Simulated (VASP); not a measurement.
**WC: single point with r2SCAN**

The system is WC.

```
W C
1.0
     0.00000    2.20721    2.20721
     2.20721    0.00000    2.20721
     2.20721    2.20721    0.00000
W C
1 1
Direct
  0.00000 0.00000 0.00000
  0.50000 0.50000 0.50000
```

```
Program             : VASP 6.6.1
Task                : single point
Functional          : r2SCAN
Potentials or basis : VASP PAW PBE potentials, release 64 (W_sv, C)
Cutoff              : 520 eV
k mesh              : 10 × 10 × 10
Occupations         : fermi-dirac, width 0.05 eV
Spin                : no spin polarisation
```

The pressure is -10.7 GPa and the band gap on the k mesh is zero (band 9 reaches 13.16 eV, above the bottom of band 10 at 9.94 eV).

Levels at points of the mesh, in eV from the Fermi level:
```csv
k point,band 5,band 6,band 7,band 8,band 9,band 10,band 11,band 12,band 13,band 14
"(0.00, 0.00, 0.00)",-16.59,-2.82,-2.82,-2.82,-1.18,-1.18,-1.18,-1.06,-1.06,6.74
"(0.50, 0.00, 0.00)",-12.08,-10.07,-6.85,-6.85,1.00,1.00,2.36,5.28,8.90,8.90
"(0.50, 0.50, 0.00)",-14.39,-5.91,-5.78,-2.72,-2.72,0.76,2.21,2.21,5.46,7.36
```

Wall time 58 s on 1 thread of AMD EPYC 9R45 96-Core Processor (Zen 5), on a shared host, peak memory 0.12 GiB.

Caveat: the PAW data sets were made with another functional, which shifts forces and pressure a little; spin-orbit coupling is left out, which moves the levels of the heavy elements.
